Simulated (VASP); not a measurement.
# SnO2: single point with PBE

Crystal: SnO2.

```
CELL_PARAMETERS angstrom
-1.98477 1.98477 5.07563
1.98477 -1.98477 5.07563
1.98477 1.98477 -5.07563
ATOMIC_POSITIONS crystal
Sn 0.75000 0.25000 0.50000
Sn 0.00000 0.00000 0.00000
O 0.79759 0.79759 0.00000
O 0.95241 0.45241 0.50000
O 0.20241 0.20241 0.00000
O 0.54759 0.04759 0.50000
```

This cell differs from its parent crystal: volume changed by -6%.

- Program: VASP 6.6.1
- Task: single point
- Functional: PBE
- Potentials or basis: VASP PAW PBE potentials, release 64 (Sn_d, O)
- Cutoff: 520 eV
- k mesh: 8 × 8 × 8
- Occupations: gaussian, width 0.01 eV
- Spin: no spin polarisation

| Property | Result |
| --- | --- |
| Pressure | 12.0 GPa |
| Largest force | 0.432 eV/Å |
| Band gap on the k mesh | 1.96 eV, indirect (least direct gap 2.35 eV) |

Forces in eV/Å, atoms in the order of the input:
```
Sn   0.000  0.000  0.000
Sn   0.000  0.000  0.000
O    0.000  0.000 -0.432
O    0.000  0.000  0.432
O    0.000  0.000  0.432
O    0.000  0.000 -0.432
```

Stress tensor (GPa, compression positive):
```
11.08  0.00  0.00
 0.00 11.08  0.00
 0.00  0.00 13.97
```

Levels at points of the mesh, in eV from the valence-band top:
```
           k point  band 22  band 23  band 24  band 25  band 26  band 27  band 28  band 29  band 30  band 31
(0.00, 0.00, 0.00)    -1.06    -0.66    -0.66    -0.39    -0.39     1.96     5.98     9.56    10.05    10.15
(0.50, 0.00, 0.00)    -1.07    -0.78    -0.77    -0.55    -0.33     5.27     6.58     8.16     8.86    10.22
(0.50, 0.50, 0.00)    -0.86    -0.76    -0.76    -0.05    -0.05     7.65     7.65     7.93     7.93     8.95
(0.50, 0.50, 0.50)    -2.68    -1.04    -1.04    -0.28    -0.28     4.64     4.64     7.82     7.82    12.29
```

Run time: 2.9 min on 1 thread of Intel(R) Xeon(R) 6975P-C (Granite Rapids), on a shared host, peak memory 0.38 GiB.

Caveat: spin-orbit coupling is left out, which moves the levels of the heavy elements. A k mesh can miss the band edges.
